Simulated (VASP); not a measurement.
Wanted: the native input for a VASP 6.6.1 run.

* Task: single point
* Functional: PBEsol
* Potentials or basis: VASP PAW PBE potentials, release 64 (Al, P)
* Cutoff: 500 eV
* k mesh: 8 × 6 × 8
* Occupations: gaussian, width 0.02 eV
* Spin: no spin polarisation
* Dipole correction: no
* Further INCAR settings: ALGO = Normal; EDIFF = 1e-06; NBANDS = 16

The structure of AlP lies in POSCAR:

```
AlP
1.0
    3.8682424602      0.0000000000      0.0000000000
    0.0000000000      5.4705209498      0.0000000000
    0.0000000000      0.0000000000      3.8682424602
Al P
2 2
Direct
    0.0000000000      0.0000000000      0.0000000000
    0.5000000000      0.5000000000      0.5000000000
    0.0000000000      0.2500000000      0.5000000000
    0.5000000000      0.7500000000      0.0000000000
```

The input as run:

INCAR

```
SYSTEM = AlP
PREC = Accurate
ENCUT = 500
EDIFF = 1E-6
ISMEAR = 0
SIGMA = 0.02
LREAL = .False.
LASPH = .True.
NELM = 120
ALGO = Normal
ISIF = 2
LWAVE = .False.
LCHARG = .False.
GGA = PS
NBANDS = 16
GGA_COMPAT = .False.
```

KPOINTS

```
Automatic mesh
0
Gamma
  8 6 8
  0 0 0
```

Potentials or basis: VASP PAW PBE potentials, release 64 (Al, P).

Run with:

```bash
$ cat potpaw_PBE.64/Al/POTCAR potpaw_PBE.64/P/POTCAR > POTCAR
$ mpirun -np 1 vasp_std > vasp.out
```

Results of the run:

* Pressure: 0.0 GPa
* Band gap on the k mesh: 1.45 eV

Caveat: the PAW data sets were made with another functional, which shifts forces and pressure a little.

Run time: 82 s on 1 thread of Intel Xeon 8259CL, on a shared host, peak memory 0.21 GiB.
